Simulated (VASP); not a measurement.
# Hf (Fmmm) in VASP: a series of runs

Runs on Hf. Level: r2SCAN. Tasks: single point.

Everything below comes from runs of VASP 6.6.1. Logs are shortened: lines on timing, memory, paths and dates and some standing lists are left out, and cuts for length are marked.

**1. The cell of the first run**

It takes space group Fmmm (No. 69, orthorhombic). The conventional cell has a = 3.610 Å, b = 5.067 Å, c = 5.144 Å, α = 90.00°, β = 90.00°, γ = 90.00°. Hf (site symmetry mmm) has 14 Hf at 3.11 to 3.61 Å within 4.1 Å.

This isn't the form of Hf at room conditions, which is hcp.

**2. Single point, r2SCAN (strain +0.0150 x Voigt [0, 0, 0, 1, 0, 0])**

The input, POSCAR:

```
Hf
1.0
   -1.8050000000      1.8185375000      1.8185375000
    1.8050000000     -1.7914625000      1.7914625000
    1.8050000000      1.7914625000     -1.7914625000
Hf
1
Direct
    0.0000000000      0.0000000000      0.0000000000
```

The input, INCAR.step1:

```
SYSTEM = Hf
ALGO = Normal
EDIFF = 1E-4
ENCUT = 520
GGA = PE
ISMEAR = 0
LASPH = .TRUE.
LCHARG = .FALSE.
LREAL = .FALSE.
LWAVE = .TRUE.
NBANDS = 11
NELM = 60
PREC = Accurate
SIGMA = 0.15
```

The input, INCAR.step2:

```
SYSTEM = Hf
ALGO = Normal
EDIFF = 1E-7
ENCUT = 520
ISIF = 2
ISMEAR = 0
ISTART = 1
LASPH = .TRUE.
LCHARG = .FALSE.
LMIXTAU = .TRUE.
LREAL = .FALSE.
LWAVE = .FALSE.
METAGGA = R2SCAN
NBANDS = 11
NELM = 60
PREC = Accurate
SIGMA = 0.15
```

The input, KPOINTS:

```
k-points
0
G
  18 18 18
  0 0 0
```

Potentials or basis: VASP PAW PBE potentials, release 64 (Hf_pv).

Started as:

```bash
cat potpaw_PBE.64/Hf_pv/POTCAR > POTCAR
cp INCAR.step1 INCAR
mpirun -np 1 vasp_std > vasp.out
cp INCAR.step2 INCAR
mpirun -np 1 vasp_std > vasp.out
```

OUTCAR:

```text
SYSTEM = Hf
   EDIFF = 1E-7
   ENCUT = 520
   ISIF = 2
   ISMEAR = 0
   ISTART = 1
   LASPH = .TRUE.
   LREAL = .FALSE.
   METAGGA = R2SCAN
   NELM = 60
   PREC = Accurate

 ion  position               nearest neighbor table
   1  0.000  0.000  0.000-

  LATTYP: Found a face centered orthorhombic cell.
 ALAT       =     3.6100000000
 B/A-ratio  =     1.4036069607
 C/A-ratio  =     1.4248201641

  Lattice vectors:

 A1 = (   0.0000000000,   3.6100000000,   0.0270750000)
 A2 = (   1.8050000000,   1.8185375000,   1.8185375000)
 A3 = (   1.8050000000,   1.7914625000,  -1.7914625000)

Analysis of symmetry for initial positions (statically):
=====================================================================
 Subroutine PRICEL returns:
 Original cell was already a primitive cell.

 Routine SETGRP: Setting up the symmetry group for a
 face centered orthorhombic supercell.

 Subroutine GETGRP returns: Found  8 space group operations
 (whereof  8 operations were pure point group operations)
 out of a pool of  8 trial point group operations.

The static configuration has the point symmetry D_2h.

Analysis of symmetry for dynamics (positions and initial velocities):
=====================================================================
 Subroutine PRICEL returns:
 Original cell was already a primitive cell.

 Routine SETGRP: Setting up the symmetry group for a
 face centered orthorhombic supercell.

 Subroutine GETGRP returns: Found  8 space group operations
 (whereof  8 operations were pure point group operations)
 out of a pool of  8 trial point group operations.

The dynamic configuration has the point symmetry D_2h.

 Subroutine INISYM returns: Found  8 space group operations
 (whereof  8 operations are pure point group operations),
 and found     1 'primitive' translations

----------------------------------------------------------------------------------------

                                     Primitive cell

  volume of cell :      23.5216

  direct lattice vectors                    reciprocal lattice vectors
    -1.805000000  1.818537500  1.818537500     0.000000000  0.274946214  0.274946214
     1.805000000 -1.791462500  1.791462500     0.277008310 -0.002077679  0.277023893
     1.805000000  1.791462500 -1.791462500     0.277008310  0.277023893 -0.002077679

  length of vectors
[... 83 lines left out ...]
   NSW    =      0    number of steps for IOM
   IBRION =     -1    ionic relax: 0-MD 1-quasi-New 2-CG
   NFREE  =      0    steps in history (QN), initial steepest desc. (CG)
   ISIF   =      2    stress and relaxation
   ISYM   =      2    0-nonsym 1-usesym 2-fastsym
   POTIM  = 0.5000    time-step for ionic-motion
   TEBEG  =    0.0;   TEEND  =   0.0 temperature during run
   PSTRESS=    0.0 pullay stress
   NELECT =      10.0000    total number of electrons
   NUPDOWN=      -1.0000    fix difference up-down
   EMIN   =  10.00;   EMAX   =-10.00  energy-range for DOS
   EFERMI =   0.00;   METHOD = LEGACY
   ISMEAR =     0;   SIGMA  =   0.15  broadening in eV -4-tet -1-fermi 0-gaus
   EFERMI_NEDOS =   21; number of points for ismear=-14 and -15
   IALGO  =     38    algorithm
   IMIX   =      4    mixing-type and parameters
     AMIX     =   0.40;   BMIX     =  1.00
     AMIX_MAG =   1.60;   BMIX_MAG =  1.00
  volume/ion in A,a.u.               =      23.52       158.73
  Fermi-wavevector in a.u.,A,eV,Ry     =   1.230984  2.326223 20.617205  1.515322
  Thomas-Fermi vector in A             =   2.365811
   LORBIT       =      0    0 simple, 1 ext, 2 COOP (PROOUT), +10 PAW based schemes
   METAGGA = R2SCAN    functional components
   LHFCALC =     F    Hartree Fock is set to
   AEXX    =    0.0000 exact exchange contribution
   IVDW    =     0    specifies the selected vdW correction
   LEPSILON=     F    determine dielectric tensor
   LRPA    =     F    only Hartree local field effects (RPA)
 non-spin polarized calculation
 Gauss-broadening in eV      SIGMA  =   0.15
  energy-cutoff  :      520.00
  volume of cell :       23.52
 maximum number of plane-waves:       660
   NGX = 11   NGY = 11   NGZ = 11

 number of electron      10.0000001 magnetization

 Free energy of the ion-electron system (eV)
  ---------------------------------------------------
  ext. energy  EPLUGINS =         0.00000000
  ---------------------------------------------------
  free energy    TOTEN  =       -44.92186151 eV

  energy without entropy =      -44.89872789  energy(sigma->0) =      -44.91029470

 E-fermi :   4.1340     XC(G=0): -11.9191

 val. band max:        4.1301100909   @ k =  -0.3889   0.3333   0.1111
 cond. band min:       4.1344336942   @ k =   0.0556   0.4444   0.3333
 fundamental gap:      0.0043236032
 Fermi energy:         4.1340238692

 k-point     1 :       0.0000    0.0000    0.0000
  band No.  band energies     occupation
      1     -27.0718      2.00000
      2     -27.0632      2.00000
      3     -27.0547      2.00000
      4      -3.0972      2.00000
      5       5.7390      0.00000
      6       5.8412      0.00000
      7       5.9560      0.00000
      8       8.5304      0.00000
      9       8.5366      0.00000
     10      16.0609      0.00000
     11      17.7072      0.00000
[... 309 lines left out ...]
 k-point    24 :       0.2222    0.1111    0.0000
  band No.  band energies     occupation
      1     -27.4985      2.00000
      2     -27.2005      2.00000
      3     -27.0875      2.00000
      4      -0.4914      2.00000
      5       4.3007      0.11602
      6       4.4765      0.00124
      7       7.8911      0.00000
      8       8.7906      0.00000
      9       9.0984      0.00000
     10      16.0594      0.00000
     11      17.0572      0.00000

 [... further k-points ...]

------------------------ aborting loop because EDIFF is reached ----------------------------------------

  FORCE on cell =-STRESS in cart. coord.  units (eV):
  Direction    XX          YY          ZZ          XY          YZ          ZX
  --------------------------------------------------------------------------------------
  -------------------------------------------------------------------------------------
  Total       -0.8578593     -0.8595597     -0.8595597     -0.0000000     -0.1125144     -0.0000000
  in kB      -58.4331697    -58.5489961    -58.5489961     -0.0000000     -7.6639306     -0.0000000
  external PRESSURE =     -58.5103873 kB  Pullay stress =       0.0000000 kB

 VOLUME and BASIS-vectors are now :
 -----------------------------------------------------------------------------
  energy-cutoff  :      520.00
  volume of cell :       23.52
      direct lattice vectors                 reciprocal lattice vectors
    -1.805000000  1.818537500  1.818537500     0.000000000  0.274946214  0.274946214
     1.805000000 -1.791462500  1.791462500     0.277008310 -0.002077679  0.277023893
     1.805000000  1.791462500 -1.791462500     0.277008310  0.277023893 -0.002077679

 POSITION                                       TOTAL-FORCE (eV/Angst)
 -----------------------------------------------------------------------------------
      0.00000      0.00000      0.00000        -0.000000      0.000000     -0.000000
 -----------------------------------------------------------------------------------
    total drift:                                0.000000      0.000000      0.000000

  FREE ENERGIE OF THE ION-ELECTRON SYSTEM (eV)
  ---------------------------------------------------
  free  energy   TOTEN  =       -44.9218615074 eV

  energy  without entropy=      -44.8987278865  energy(sigma->0) =      -44.91029470
```

OUTCAR.step1:

```text
SYSTEM = Hf
   EDIFF = 1E-4
   ENCUT = 520
   GGA = PE
   ISMEAR = 0
   LASPH = .TRUE.
[... 555 lines left out ...]
 -----------------------------------------------------------------------------------
      0.00000      0.00000      0.00000         0.000000     -0.000000     -0.000000
 -----------------------------------------------------------------------------------
    total drift:                                0.000000      0.000000      0.000000

  FREE ENERGIE OF THE ION-ELECTRON SYSTEM (eV)
  ---------------------------------------------------
  free  energy   TOTEN  =        -9.7310561850 eV

  energy  without entropy=       -9.7077458716  energy(sigma->0) =       -9.71940103
```

Wall time 11 min (1 thread of Intel Xeon Platinum 8375C at 2.90GHz (Ice Lake), shared host); peak memory 0.34 GiB.

What came out:

```
Free energy            : -44.9219 eV
Pressure               : -5.9 GPa
Band gap on the k mesh : zero (bands 5 and 6 overlap by 2.43 eV)
```

Caveat: the cell differs from its parent crystal (strain +0.0150 x Voigt [0, 0, 0, 1, 0, 0]); the cell stands under tension; the PAW data sets were made with another functional, which shifts forces and pressure a little; spin-orbit coupling is left out, which moves the levels of the heavy elements.

(Part 1 of 2 ends here.)
